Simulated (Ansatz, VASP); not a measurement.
**AlNi in VASP and in Ansatz**

File INCAR:

```
SYSTEM = AlNi
PREC = Accurate ; ENCUT = 520
EDIFF = 1E-7 ; ISMEAR = 0
SIGMA = 0.15 ; LREAL = .FALSE.
LASPH = .TRUE. ; NELM = 80
ALGO = Fast ; ISIF = 2
LWAVE = .FALSE. ; LCHARG = .FALSE.
GGA = PS ; NBANDS = 14
```

File KPOINTS:

```
Automatic mesh
0
G
  16 16 16
  0 0 0
```

File POSCAR:

```
AlNi
1.0
    1.9874914371     -1.9874386223      0.0000000000
    1.9874914371      1.9874386223      0.0000000000
    0.0000000000      0.0000000000      2.8688666979
Al Ni
1 1
Direct
    0.0000000000      0.0000000000      0.0000000000
    0.5000000000      0.5000000000      0.5000000000
```

Input for Ansatz:

```yaml
crystal:
  lattice:
    - [1.9874914371, -1.9874386223, 0.0]
    - [1.9874914371, 1.9874386223, 0.0]
    - [0.0, 0.0, 2.8688666979]
  atoms:
    - { symbol: Al, position: [0.0, 0.0, 0.0] }
    - { symbol: Ni, position: [0.5, 0.5, 0.5] }
basis:
  ecutwfc: 520.0
kpoints:
  mp_grid: { grid: [16, 16, 16] }
hamiltonian:
  xc: pbesol
  pseudopotentials: { kind: paw, azcp: { folder: soft_1 } }
scf:
  occupations: { method: gaussian, width: 0.15 }
output:
  forces: true
  stress: true
  eigenvalues: true
```

Alike in both runs: task single point; functional PBEsol; k mesh 16 × 16 × 16; occupations gaussian, width 0.15 eV; no spin polarisation.

|  | VASP | Ansatz |
| --- | --- | --- |
| version | VASP 6.6.1 | Ansatz 0.2.0 |
| potentials or method | VASP PAW PBE potentials, release 64 (Al, Ni), cutoff 520 eV | scalar-relativistic, plane waves, PAW |
| valence electrons in the cell | 13 | 21 |

```tsv
	VASP	Ansatz	Ansatz less VASP
gap on the k mesh at the Fermi level (eV)	none	none	-
pressure (GPa)	6.5	6.3	-0.24
traceless stress, the component that is largest in VASP (GPa)	-1.26	-1.23	+0.031
```

VASP's potentials were made for PBE, not for PBEsol, and Ansatz warns of the same on its side. A gap of «none» marks a metal or a gap that the smearing closes. VASP's potentials hold 13 valence electrons a cell and Ansatz's 21, so a difference there can come from the potentials and not from the codes. Ansatz's warnings: near symmetry operations not taken.
